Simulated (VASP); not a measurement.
# MoS2: single point with PBE+D3(BJ)

The system is MoS2.

```
Mo S
1.0
     3.14936    0.00000    0.00000
    -1.57468    2.72742    0.00000
     0.00000    0.00000   12.09177
Mo S
2 4
Direct
  0.33333 0.66667 0.25000
  0.66667 0.33333 0.75000
  0.31335 0.62670 0.62546
  0.64668 0.29337 0.12546
  0.35332 0.70663 0.87454
  0.68665 0.37330 0.37454
```

This cell differs from its parent crystal: atoms displaced along several vibrational modes.

```yaml
Program: VASP 6.6.1
Task: single point
Functional: PBE
Dispersion: D3(BJ)
Potentials_or_basis: VASP PAW PBE potentials, release 64 (Mo_sv, S)
Cutoff: 520 eV
k_mesh: 12 × 12 × 4
Occupations: gaussian, width 0.05 eV
Spin: no spin polarisation
Dipole_correction: no
Further_INCAR_settings: ALGO = Normal; EDIFF = 1e-06; NBANDS = 35
```

```yaml
Pressure: 7.1 GPa
Largest_force: 1.936 eV/Å
Band_gap_on_the_k_mesh: 0.70 eV (least direct gap 1.58 eV)
Dispersion_energy_per_atom: -0.437 eV
```

Forces in eV/Å, atoms in the order of the input:
```
Mo   0.000 -0.217  0.028
Mo   0.000  0.217 -0.028
S    0.000  1.081 -1.403
S    0.000  1.305 -1.430
S    0.000 -1.305  1.430
S    0.000 -1.081  1.403
```

Stress tensor (GPa, compression positive):
```
  4.55   0.00   0.00
  0.00   4.49 -10.65
  0.00 -10.65  12.16
```

Levels at points of the mesh, in eV from the valence-band top:
| k point | band 23 | band 24 | band 25 | band 26 | band 27 | band 28 | band 29 | band 30 |
| --- | --- | --- | --- | --- | --- | --- | --- | --- |
| (0.00, 0.00, 0.00) | -2.62 | -1.25 | -1.21 | 0.00 | 1.81 | 1.81 | 1.85 | 1.85 |
| (0.50, 0.00, 0.00) | -2.08 | -1.88 | -1.61 | -1.49 | 1.36 | 1.40 | 1.85 | 2.08 |
| (0.00, 0.50, 0.00) | -2.09 | -1.90 | -1.54 | -1.47 | 1.35 | 1.40 | 1.85 | 2.09 |
| (0.00, 0.00, 0.50) | -2.59 | -2.50 | -0.29 | -0.29 | 1.81 | 1.81 | 1.84 | 1.85 |
| (0.50, 0.00, 0.50) | -1.99 | -1.98 | -1.54 | -1.54 | 1.37 | 1.38 | 1.97 | 1.98 |
| (0.00, 0.50, 0.50) | -2.01 | -1.98 | -1.51 | -1.50 | 1.37 | 1.37 | 1.97 | 1.99 |

Run time: 12 min on 1 thread of Intel Xeon 8259CL, with other jobs on the host, peak memory 0.56 GiB.

Caveat: the cell differs from its parent crystal (atoms displaced along several vibrational modes); the stress differs along the axes, from 4 to 12 GPa; forces of over 1 eV/Å act on the atoms, so gaps and moduli don't describe the material at rest. A k mesh can miss the band edges.
